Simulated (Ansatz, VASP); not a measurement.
**Al in VASP and in Ansatz**

```xyz
1
Lattice="0.0000 2.0240 2.0543 2.0240 0.0000 2.0543 2.0240 2.0240 0.0000" Properties=species:S:1:pos:R:3 pbc="T T T"
Al    0.0000    0.0000    0.0000
```

Change from the starting cell: strain +0.0150 x Voigt [0, 0, 1, 0, 0, 0], atoms carried along.

Alike in both runs: task single point; functional PBE; dispersion D3(BJ); k mesh 20 × 20 × 20; occupations gaussian, width 0.15 eV; no spin polarisation.

```csv
,VASP,Ansatz
version,VASP 6.6.1,Ansatz 0.2.0
potentials or method,"VASP PAW PBE potentials, release 64 (Al), cutoff 520 eV","scalar-relativistic, plane waves, PAW"
valence electrons in the cell,3,3
```

Ansatz gave:

| Property | Result |
| --- | --- |
| gap on the k mesh at the Fermi level (eV) | none |
| pressure (GPa) | -4.7 |
| traceless stress, the component that is largest in VASP (GPa) | -0.30 |

Which values does VASP return?

gap on the k mesh at the Fermi level (eV): none; pressure (GPa): -4.8; traceless stress, the component that is largest in VASP (GPa): -0.30.

A gap of «none» marks a metal or a gap that the smearing closes.
